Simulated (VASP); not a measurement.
Wanted: the native input for a VASP 6.6.1 run.

```yaml
Task: single point
Functional: PBE
Potentials_or_basis: VASP PAW PBE potentials, release 64 (Ir)
Cutoff: 520 eV
k_mesh: 17 × 17 × 17
Occupations: fermi-dirac, width 0.1 eV
Spin: no spin polarisation
Dipole_correction: no
Further_INCAR_settings: ALGO = Normal; EDIFF = 1e-06; NBANDS = 10
```

The structure of Ir lies in POSCAR:

```
Ir
1.0
    0.0000000000      1.9357497200      1.9357497200
    1.9357497200      0.0000000000      1.9357497200
    1.9357497200      1.9357497200      0.0000000000
Ir
1
Direct
    0.0000000000      0.0000000000      0.0000000000
```

These files were run (other wordings do the same):

INCAR

```
SYSTEM = Ir
PREC = Accurate
ENCUT = 520
EDIFF = 1E-6
ISMEAR = -1
SIGMA = 0.1
LREAL = .False.
LASPH = .True.
NELM = 60
ALGO = Normal
ISIF = 2
LWAVE = .False.
LCHARG = .False.
GGA = PE
NBANDS = 10
```

KPOINTS

```
Automatic mesh
0
Gamma
  17 17 17
  0 0 0
```

Potentials or basis: VASP PAW PBE potentials, release 64 (Ir).

Launch:

```sh
$ cat potpaw_PBE.64/Ir/POTCAR > POTCAR
$ mpirun -np 1 vasp_std > vasp.out
```

It gave:

The pressure is 0.5 GPa.

It took 35 s on 1 thread of Intel Xeon 8259CL, with other jobs on the host, peak memory 0.12 GiB.
